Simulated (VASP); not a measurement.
Set up this calculation in VASP 6.6.1, as the native input.

| Quantity | Value |
| --- | --- |
| Task | single point |
| Functional | PBE |
| Potentials or basis | VASP PAW PBE potentials, release 64 (Mg) |
| Cutoff | 520 eV |
| k mesh | 11 × 11 × 6 |
| Occupations | fermi-dirac, width 0.2 eV |
| Spin | no spin polarisation |
| Dipole correction | no |
| Further INCAR settings | ALGO = Normal; EDIFF = 1e-06; NBANDS = 9 |

The structure of Mg lies in POSCAR:

```
Mg
1.0
    3.1953117277      0.0000000000      0.0000000000
   -1.5976558638      2.7672211292      0.0000000000
    0.0000000000      0.0000000000      5.1879445283
Mg
2
Direct
    0.3333333333      0.6666666667      0.2500000000
    0.6666666667      0.3333333333      0.7500000000
```

These files were run (other wordings do the same):

INCAR

```
PREC = Accurate ; ENCUT = 520
EDIFF = 1E-6 ; ISMEAR = -1
SIGMA = 0.2 ; LREAL = F
LASPH = T ; NELM = 80
ALGO = Normal ; ISIF = 2
LWAVE = F ; LCHARG = F
GGA = PE ; NBANDS = 9
```

KPOINTS

```
Automatic mesh
0
Gamma
  11 11 6
```

Potentials or basis: VASP PAW PBE potentials, release 64 (Mg).

Command:

```console
$ cat potpaw_PBE.64/Mg/POTCAR > POTCAR
$ mpirun -np 1 vasp_std > vasp.out
```

Results of the run:

```
Pressure               : 0.0 GPa
Band gap on the k mesh : zero (band 2 reaches 3.51 eV, above the bottom of band 3 at 1.40 eV)
```

It took 9 s on 1 thread of Intel Xeon 6975P-C, with other jobs on the host, peak memory 0.17 GiB.
